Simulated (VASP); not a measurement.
# AlN (CsCl type) (Pm-3m) in VASP: further runs

The runs below take AlN (CsCl type) through single point, with PBE.

Program: VASP 6.6.1. These are calculated values, not measurements. Logs are shortened: lines on timing, memory, paths and dates and some standing lists are left out, and cuts for length are marked.

## Step 1: The cell of the first run

Symmetry: Pm-3m, No. 221, cubic system. Conventional cell: a = 2.536 Å, b = 2.536 Å, c = 2.536 Å, α = 90.00°, β = 90.00°, γ = 90.00°. Within 2.9 Å of Al (site symmetry m-3m) lie 8 N at 2.20 Å and 6 Al at 2.54 Å. Within 2.9 Å of N (site symmetry m-3m) lie 8 Al at 2.20 Å and 6 N at 2.54 Å.

## Step 2: Single point, PBE

File INCAR:

```
SYSTEM = AlN
  ALGO = Normal
  EDIFF = 1E-6
  ENCUT = 520
  GGA = PE
  ISIF = 2
  ISMEAR = -1
  LASPH = .True.
  LCHARG = .False.
  LREAL = .False.
  LWAVE = .False.
  NBANDS = 11
  NELM = 100
  PREC = Accurate
  SIGMA = 0.08
```

File KPOINTS:

```
k-points
0
Gamma
  14 14 14
  0 0 0
```

File POSCAR:

```
AlN
1.0
    2.5358632995      0.0000000000      0.0000000000
    0.0000000000      2.5358632995      0.0000000000
    0.0000000000      0.0000000000      2.5358632995
Al N
1 1
Direct
    0.0000000000      0.0000000000      0.0000000000
    0.5000000000      0.5000000000      0.5000000000
```

Potentials or basis: VASP PAW PBE potentials, release 64 (Al, N).

Command:

```console
> cat potpaw_PBE.64/Al/POTCAR potpaw_PBE.64/N/POTCAR > POTCAR
> mpirun -np 1 vasp_std > vasp.out
```

OUTCAR:

```text
SYSTEM = AlN
   EDIFF = 1E-6
   ENCUT = 520
   GGA = PE
   ISIF = 2
   ISMEAR = -1
   LASPH = .True.
   LREAL = .False.
   NELM = 100
   PREC = Accurate

 ion  position               nearest neighbor table
   1  0.000  0.000  0.000-   2 2.20   2 2.20   2 2.20   2 2.20   2 2.20   2 2.20   2 2.20   2 2.20

   2  0.500  0.500  0.500-   1 2.20   1 2.20   1 2.20   1 2.20   1 2.20   1 2.20   1 2.20   1 2.20

  LATTYP: Found a simple cubic cell.
 ALAT       =     2.5358632995

  Lattice vectors:

 A1 = (   2.5358632995,   0.0000000000,   0.0000000000)
 A2 = (   0.0000000000,   2.5358632995,   0.0000000000)
 A3 = (   0.0000000000,   0.0000000000,   2.5358632995)

Analysis of symmetry for initial positions (statically):
=====================================================================
 Subroutine PRICEL returns:
 Original cell was already a primitive cell.

 Routine SETGRP: Setting up the symmetry group for a
 simple cubic supercell.

 Subroutine GETGRP returns: Found 48 space group operations
 (whereof 48 operations were pure point group operations)
 out of a pool of 48 trial point group operations.

The static configuration has the point symmetry O_h .

Analysis of symmetry for dynamics (positions and initial velocities):
=====================================================================
 Subroutine PRICEL returns:
 Original cell was already a primitive cell.

 Routine SETGRP: Setting up the symmetry group for a
 simple cubic supercell.

 Subroutine GETGRP returns: Found 48 space group operations
 (whereof 48 operations were pure point group operations)
 out of a pool of 48 trial point group operations.

The dynamic configuration has the point symmetry O_h .

 Subroutine INISYM returns: Found 48 space group operations
 (whereof 48 operations are pure point group operations),
 and found     1 'primitive' translations

----------------------------------------------------------------------------------------

                                     Primitive cell

  volume of cell :      16.3071

  direct lattice vectors                    reciprocal lattice vectors
     2.535863299  0.000000000  0.000000000     0.394343023  0.000000000  0.000000000
     0.000000000  2.535863299  0.000000000     0.000000000  0.394343023  0.000000000
     0.000000000  0.000000000  2.535863299     0.000000000  0.000000000  0.394343023

  length of vectors
     2.535863299  2.535863299  2.535863299     0.394343023  0.394343023  0.394343023

  position of ions in fractional coordinates (direct lattice)
     0.000000000  0.000000000  0.000000000
     0.500000000  0.500000000  0.500000000

  ion indices of the primitive-cell ions
   primitive index   ion index
                 1           1
                 2           2

----------------------------------------------------------------------------------------

 KPOINTS: k-points

Automatic generation of k-mesh.
 Grid dimensions read from file:
 generate k-points for:   14   14   14

 Generating k-lattice:

  Cartesian coordinates                     Fractional coordinates (reciprocal lattice)
     0.028167359  0.000000000  0.000000000     0.071428571  0.000000000  0.000000000
     0.000000000  0.028167359  0.000000000     0.000000000  0.071428571  0.000000000
     0.000000000  0.000000000  0.028167359     0.000000000  0.000000000  0.071428571

  Length of vectors
     0.028167359  0.028167359  0.028167359

  Shift w.r.t. Gamma in fractional coordinates (k-lattice)
     0.000000000  0.000000000  0.000000000

 Subroutine IBZKPT returns following result:
 ===========================================

 Found    120 irreducible k-points:

 Following reciprocal coordinates:
            Coordinates               Weight
  0.000000  0.000000  0.000000      1.000000
  0.071429  0.000000  0.000000      6.000000
  0.142857  0.000000  0.000000      6.000000
  0.214286  0.000000  0.000000      6.000000
  0.285714  0.000000  0.000000      6.000000
  0.357143  0.000000  0.000000      6.000000
[... 16 lines left out ...]
  0.285714  0.214286  0.000000     24.000000
  0.357143  0.214286  0.000000     24.000000
 [... further k-points ...]
   k-points           NKPTS =    120   k-points in BZ     NKDIM =    120   number of bands    NBANDS=     11
   number of dos      NEDOS =    301   number of ions     NIONS =      2
   total plane-waves  NPLWV =   8000
   dimension x,y,z NGX =    20 NGY =   20 NGZ =   20
   dimension x,y,z NGXF=    40 NGYF=   40 NGZF=   40
   ions per type =               1   1
   NGX,Y,Z   is equivalent  to a cutoff of  13.11, 13.11, 13.11 a.u.
   NGXF,Y,Z  is equivalent  to a cutoff of  26.22, 26.22, 26.22 a.u.
 SYSTEM =  AlN
   PREC   = accura    normal or accurate (medium, high low for compatibility)
   ISTART =      0    job   : 0-new  1-cont  2-samecut
   ICHARG =      2    charge: 1-file 2-atom 10-const
   ISPIN  =      1    spin polarized calculation?
   LNONCOLLINEAR =      F non collinear calculations
   LSORBIT =      F    spin-orbit coupling
   LASPH  =      T    aspherical Exc in radial PAW
   ENCUT  =  520.0 eV  38.22 Ry    6.18 a.u.   4.72  4.72  4.72*2*pi/ulx,y,z
   NELM   =    100;   NELMIN=  2; NELMDL= -5     # of ELM steps
   EDIFF  = 0.1E-05   stopping-criterion for ELM
   LREAL  =      F    real-space projection
   EDIFFG = 0.1E-04   stopping-criterion for IOM
   NSW    =      0    number of steps for IOM
   IBRION =     -1    ionic relax: 0-MD 1-quasi-New 2-CG
   NFREE  =      0    steps in history (QN), initial steepest desc. (CG)
   ISIF   =      2    stress and relaxation
   ISYM   =      2    0-nonsym 1-usesym 2-fastsym
   POTIM  = 0.5000    time-step for ionic-motion
   TEBEG  =    0.0;   TEEND  =   0.0 temperature during run
   PSTRESS=    0.0 pullay stress
   NELECT =       8.0000    total number of electrons
   NUPDOWN=      -1.0000    fix difference up-down
   EMIN   =  10.00;   EMAX   =-10.00  energy-range for DOS
   EFERMI =   0.00;   METHOD = LEGACY
   ISMEAR =    -1;   SIGMA  =   0.08  broadening in eV -4-tet -1-fermi 0-gaus
   EFERMI_NEDOS =   21; number of points for ismear=-14 and -15
   IALGO  =     38    algorithm
   IMIX   =      4    mixing-type and parameters
     AMIX     =   0.40;   BMIX     =  1.00
     AMIX_MAG =   1.60;   BMIX_MAG =  1.00
  volume/ion in A,a.u.               =       8.15        55.02
  Fermi-wavevector in a.u.,A,eV,Ry     =   1.291157  2.439933 22.682081  1.667086
  Thomas-Fermi vector in A             =   2.422944
   LORBIT       =      0    0 simple, 1 ext, 2 COOP (PROOUT), +10 PAW based schemes
   GGA     = PE    functional components
   LHFCALC =     F    Hartree Fock is set to
   AEXX    =    0.0000 exact exchange contribution
   IVDW    =     0    specifies the selected vdW correction
   LEPSILON=     F    determine dielectric tensor
   LRPA    =     F    only Hartree local field effects (RPA)
 non-spin polarized calculation
  energy-cutoff  :      520.00
  volume of cell :       16.31
 maximum number of plane-waves:       461
 NGX is ok and might be reduce to    20
   NGX =  9   NGY =  9   NGZ =  9

 number of electron       8.0000002 magnetization

 Free energy of the ion-electron system (eV)
  ---------------------------------------------------
  ext. energy  EPLUGINS =         0.00000000
  ---------------------------------------------------
  free energy    TOTEN  =       -11.34522816 eV

  energy without entropy =      -11.33600921  energy(sigma->0) =      -11.34061869

 E-fermi :  11.9788     XC(G=0): -12.4929

 val. band max:       11.9151344085   @ k =   0.5000   0.3571   0.0714
 cond. band min:      12.0085779212   @ k =   0.4286   0.2857   0.0000
 fundamental gap:      0.0934435127
 Fermi energy:        11.9787564065

 k-point     1 :       0.0000    0.0000    0.0000
  band No.  band energies     occupation
      1      -7.1782      2.00000
      2      10.3134      2.00000
      3      10.3134      2.00000
      4      10.3134      2.00000
      5      13.7550      0.00000
      6      18.2251      0.00000
      7      18.2251      0.00000
      8      28.9470      0.00000
      9      28.9470      0.00000
     10      28.9470      0.00000
     11      35.8817      0.00000

 k-point     2 :       0.0714    0.0000    0.0000
  band No.  band energies     occupation
      1      -7.0859      2.00000
      2       9.4876      2.00000
      3      10.3604      2.00000
      4      10.3604      2.00000
      5      14.1610      0.00000
      6      18.3357      0.00000
      7      18.6894      0.00000
      8      28.7401      0.00000
      9      28.7401      0.00000
     10      28.9430      0.00000
     11      35.5014      0.00000

 k-point     3 :       0.1429    0.0000    0.0000
  band No.  band energies     occupation
      1      -6.8129      2.00000
      2       7.8181      2.00000
      3      10.4954      2.00000
      4      10.4954      2.00000
      5      14.7875      0.00000
      6      18.6656      0.00000
      7      19.7593      0.00000
      8      28.1391      0.00000
      9      28.1391      0.00000
     10      29.0764      0.00000
     11      34.8030      0.00000

 k-point     4 :       0.2143    0.0000    0.0000
  band No.  band energies     occupation
      1      -6.3717      2.00000
      2       5.9903      2.00000
      3      10.7003      2.00000
      4      10.7003      2.00000
      5      15.3736      0.00000
      6      19.2077      0.00000
      7      20.7220      0.00000
      8      27.2492      0.00000
      9      27.2492      0.00000
     10      29.7232      0.00000
     11      33.1752      0.00000
[... 239 lines left out ...]
 k-point    22 :       0.2143    0.2143    0.0000
  band No.  band energies     occupation
      1      -5.5915      2.00000
      2       6.3655      2.00000
      3       6.9796      2.00000
      4      11.0943      1.99997
      5      17.1057      0.00000
      6      18.9070      0.00000
      7      21.5656      0.00000
      8      26.5045      0.00000
      9      27.0865      0.00000
     10      30.4712      0.00000
     11      31.0348      0.00000

 k-point    23 :       0.2857    0.2143    0.0000
  band No.  band energies     occupation
      1      -5.0325      2.00000
      2       4.9445      2.00000
      3       7.1682      2.00000
      4      11.3413      1.99931
      5      17.4511      0.00000
      6      18.2400      0.00000
      7      21.8501      0.00000
      8      26.6339      0.00000
      9      27.0507      0.00000
     10      29.7834      0.00000
     11      30.4961      0.00000

 k-point    24 :       0.3571    0.2143    0.0000
  band No.  band energies     occupation
      1      -4.4042      2.00000
      2       3.4958      2.00000
      3       7.6240      2.00000
      4      11.5801      1.98639
      5      16.7390      0.00000
      6      18.6053      0.00000
      7      21.8406      0.00000
      8      26.0086      0.00000
      9      27.3762      0.00000
     10      29.6428      0.00000
     11      30.4758      0.00000

 [... further k-points ...]
[... 5 lines left out ...]
  --------------------------------------------------------------------------------------
  -------------------------------------------------------------------------------------
  Total        2.1261155      2.1261155      2.1261155     -0.0000000     -0.0000000     -0.0000000
  in kB      208.8910959    208.8910959    208.8910959     -0.0000000     -0.0000000     -0.0000000
  external PRESSURE =     208.8910959 kB  Pullay stress =       0.0000000 kB

 VOLUME and BASIS-vectors are now :
 -----------------------------------------------------------------------------
  energy-cutoff  :      520.00
  volume of cell :       16.31
      direct lattice vectors                 reciprocal lattice vectors
     2.535863299  0.000000000  0.000000000     0.394343023  0.000000000  0.000000000
     0.000000000  2.535863299  0.000000000     0.000000000  0.394343023  0.000000000
     0.000000000  0.000000000  2.535863299     0.000000000  0.000000000  0.394343023

 POSITION                                       TOTAL-FORCE (eV/Angst)
 -----------------------------------------------------------------------------------
      0.00000      0.00000      0.00000         0.000000      0.000000      0.000000
      1.26793      1.26793      1.26793         0.000000      0.000000      0.000000
 -----------------------------------------------------------------------------------
    total drift:                                0.000000      0.000000      0.000000

  FREE ENERGIE OF THE ION-ELECTRON SYSTEM (eV)
  ---------------------------------------------------
  free  energy   TOTEN  =       -11.3452281634 eV

  energy  without entropy=      -11.3360092089  energy(sigma->0) =      -11.34061869
```

Run time: 7.3 s. Hardware: 1 thread of Intel Xeon 6975P-C (Granite Rapids), shared host; peak memory 0.13 GiB.

What came out:

```yaml
Free_energy: -11.3452 eV
Pressure: 20.9 GPa
Band_gap_on_the_k_mesh: zero (band 4 reaches 12.25 eV, above the bottom of band 5 at 11.25 eV)
```

## Step 3: Single point, PBE

File INCAR:

```
SYSTEM = AlN
ALGO = Normal ; EDIFF = 1E-6
ENCUT = 520 ; GGA = PE
ISIF = 2 ; ISMEAR = -1
LASPH = .True. ; LCHARG = .False.
LREAL = .False. ; LWAVE = .False.
NBANDS = 11 ; NELM = 100
PREC = Accurate ; SIGMA = 0.08
```

KPOINTS is that of step 2.

File POSCAR:

```
AlN
1.0
    2.5363012644      0.0000000000      0.0000000000
    0.0000000000      2.5363012644      0.0000000000
    0.0000000000      0.0000000000      2.5363012644
Al N
1 1
Direct
    0.0000000000      0.0000000000      0.0000000000
    0.5000000000      0.5000000000      0.5000000000
```

Potentials or basis: VASP PAW PBE potentials, release 64 (Al, N).

Command:

```console
> cat potpaw_PBE.64/Al/POTCAR potpaw_PBE.64/N/POTCAR > POTCAR
> mpirun -np 1 vasp_std > vasp.out
```

OUTCAR:

```text
SYSTEM = AlN
   EDIFF = 1E-6
   ENCUT = 520
   GGA = PE
   ISIF = 2
   ISMEAR = -1
   LASPH = .True.
   LREAL = .False.
   NELM = 100
   PREC = Accurate

 ion  position               nearest neighbor table
   1  0.000  0.000  0.000-   2 2.20   2 2.20   2 2.20   2 2.20   2 2.20   2 2.20   2 2.20   2 2.20

   2  0.500  0.500  0.500-   1 2.20   1 2.20   1 2.20   1 2.20   1 2.20   1 2.20   1 2.20   1 2.20

  LATTYP: Found a simple cubic cell.
 ALAT       =     2.5363012644

  Lattice vectors:

 A1 = (   2.5363012644,   0.0000000000,   0.0000000000)
 A2 = (   0.0000000000,   2.5363012644,   0.0000000000)
 A3 = (   0.0000000000,   0.0000000000,   2.5363012644)

Analysis of symmetry for initial positions (statically):
=====================================================================
 Subroutine PRICEL returns:
 Original cell was already a primitive cell.

 Routine SETGRP: Setting up the symmetry group for a
 simple cubic supercell.

 Subroutine GETGRP returns: Found 48 space group operations
 (whereof 48 operations were pure point group operations)
 out of a pool of 48 trial point group operations.

The static configuration has the point symmetry O_h .

Analysis of symmetry for dynamics (positions and initial velocities):
=====================================================================
 Subroutine PRICEL returns:
 Original cell was already a primitive cell.

 Routine SETGRP: Setting up the symmetry group for a
 simple cubic supercell.

 Subroutine GETGRP returns: Found 48 space group operations
 (whereof 48 operations were pure point group operations)
 out of a pool of 48 trial point group operations.

The dynamic configuration has the point symmetry O_h .

 Subroutine INISYM returns: Found 48 space group operations
 (whereof 48 operations are pure point group operations),
 and found     1 'primitive' translations

[... 115 lines left out ...]
  volume/ion in A,a.u.               =       8.16        55.05
  Fermi-wavevector in a.u.,A,eV,Ry     =   1.290934  2.439511 22.674248  1.666510
  Thomas-Fermi vector in A             =   2.422735
   LORBIT       =      0    0 simple, 1 ext, 2 COOP (PROOUT), +10 PAW based schemes
   GGA     = PE    functional components
   LHFCALC =     F    Hartree Fock is set to
   AEXX    =    0.0000 exact exchange contribution
   IVDW    =     0    specifies the selected vdW correction
   LEPSILON=     F    determine dielectric tensor
   LRPA    =     F    only Hartree local field effects (RPA)
 non-spin polarized calculation
  energy-cutoff  :      520.00
  volume of cell :       16.32
 maximum number of plane-waves:       461
 NGX is ok and might be reduce to    20
   NGX =  9   NGY =  9   NGZ =  9

 number of electron       8.0000002 magnetization

 Free energy of the ion-electron system (eV)
  ---------------------------------------------------
  ext. energy  EPLUGINS =         0.00000000
  ---------------------------------------------------
  free energy    TOTEN  =       -11.34633252 eV

  energy without entropy =      -11.33710904  energy(sigma->0) =      -11.34172078

 E-fermi :  11.9709     XC(G=0): -12.4905

 val. band max:       11.9074362569   @ k =   0.5000   0.3571   0.0714
 cond. band min:      12.0009006850   @ k =   0.4286   0.2857   0.0000
 fundamental gap:      0.0934644281
 Fermi energy:        11.9709223626

 k-point     1 :       0.0000    0.0000    0.0000
  band No.  band energies     occupation
      1      -7.1803      2.00000
      2      10.3065      2.00000
      3      10.3065      2.00000
      4      10.3065      2.00000
      5      13.7410      0.00000
      6      18.2180      0.00000
      7      18.2180      0.00000
      8      28.9309      0.00000
      9      28.9309      0.00000
     10      28.9309      0.00000
     11      35.8680      0.00000
[... 309 lines left out ...]
 k-point    24 :       0.3571    0.2143    0.0000
  band No.  band energies     occupation
      1      -4.4078      2.00000
      2       3.4913      2.00000
      3       7.6181      2.00000
      4      11.5727      1.98632
      5      16.7288      0.00000
      6      18.5934      0.00000
      7      21.8286      0.00000
      8      25.9957      0.00000
      9      27.3646      0.00000
     10      29.6288      0.00000
     11      30.4638      0.00000

 [... further k-points ...]
[... 5 lines left out ...]
  --------------------------------------------------------------------------------------
  -------------------------------------------------------------------------------------
  Total        2.1127638      2.1127638      2.1127638      0.0000000     -0.0000000      0.0000000
  in kB      207.4717749    207.4717749    207.4717749      0.0000000     -0.0000000      0.0000000
  external PRESSURE =     207.4717749 kB  Pullay stress =       0.0000000 kB

 VOLUME and BASIS-vectors are now :
 -----------------------------------------------------------------------------
  energy-cutoff  :      520.00
  volume of cell :       16.32
      direct lattice vectors                 reciprocal lattice vectors
     2.536301264  0.000000000  0.000000000     0.394274929  0.000000000  0.000000000
     0.000000000  2.536301264  0.000000000     0.000000000  0.394274929  0.000000000
     0.000000000  0.000000000  2.536301264     0.000000000  0.000000000  0.394274929

 POSITION                                       TOTAL-FORCE (eV/Angst)
 -----------------------------------------------------------------------------------
      0.00000      0.00000      0.00000         0.000000      0.000000      0.000000
      1.26815      1.26815      1.26815         0.000000      0.000000      0.000000
 -----------------------------------------------------------------------------------
    total drift:                                0.000000      0.000000      0.000000

  FREE ENERGIE OF THE ION-ELECTRON SYSTEM (eV)
  ---------------------------------------------------
  free  energy   TOTEN  =       -11.3463325207 eV

  energy  without entropy=      -11.3371090358  energy(sigma->0) =      -11.34172078
```

stdout:

```text
POSCAR found type information on POSCAR AlN
 POSCAR found :  2 types and       2 ions
 scaLAPACK will be used
 LDA part: xc-table for (Slater+PW92), standard interpolation
 POSCAR, INCAR and KPOINTS ok, starting setup
 FFT: planning ... GRIDC
 FFT: planning ... GRID_SOFT
 FFT: planning ... GRID
 WAVECAR not read
 entering main loop
```

It took 7.4 s on 1 thread of Intel Xeon 6975P-C (Granite Rapids), shared host; peak memory 0.13 GiB.

Results:

```yaml
Free_energy: -11.3463 eV
Pressure: 20.7 GPa
Band_gap_on_the_k_mesh: zero (band 4 reaches 12.24 eV, above the bottom of band 5 at 11.25 eV)
```
